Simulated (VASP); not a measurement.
Write the native input for VASP 6.6.1 that does the following.

```yaml
Task: single point
Functional: PBE
Potentials_or_basis: VASP PAW PBE potentials, release 64 (W_sv)
Cutoff: 520 eV
k_mesh: 14 × 14 × 14
Occupations: fermi-dirac, width 0.05 eV
Spin: no spin polarisation
Dipole_correction: no
Further_INCAR_settings: ALGO = Normal; EDIFF = 1e-07; NBANDS = 13
```

The structure of W lies in POSCAR:

```
W
1.0
    0.0203000000      2.0401500000      2.0401500000
    2.0401500000      0.0203000000      2.0401500000
    2.0401500000      2.0401500000      0.0203000000
W
1
Direct
    0.0000000000      0.0000000000      0.0000000000
```

This cell differs from its parent crystal: equal xy, yz and zx shear strains of +1 %.

These files were run (other wordings do the same):

INCAR

```
SYSTEM = W
ALGO = Normal
EDIFF = 1E-7
ENCUT = 520
GGA = PE
ISIF = 2
ISMEAR = -1
LASPH = .TRUE.
LCHARG = .FALSE.
LREAL = .FALSE.
LWAVE = .FALSE.
NBANDS = 13
NELM = 60
PREC = Accurate
SIGMA = 0.05
```

KPOINTS

```
k-points
0
G
  14 14 14
  0 0 0
```

Potentials or basis: VASP PAW PBE potentials, release 64 (W_sv).

The run is started by

```bash
$ cat potpaw_PBE.64/W_sv/POTCAR > POTCAR
$ mpirun -np 1 vasp_std > vasp.out
```

Results of the run:

* Pressure: -4.2 GPa
* Band gap on the k mesh: zero (band 7 reaches 13.17 eV, above the bottom of band 8 at 9.78 eV)

Caveat: the cell differs from its parent crystal (equal xy, yz and zx shear strains of +1 %); spin-orbit coupling is left out, which moves the levels of the heavy elements.

Run time: 18 s on 1 thread of Intel(R) Xeon(R) 6975P-C (Granite Rapids), with other jobs on the host, peak memory 0.19 GiB.
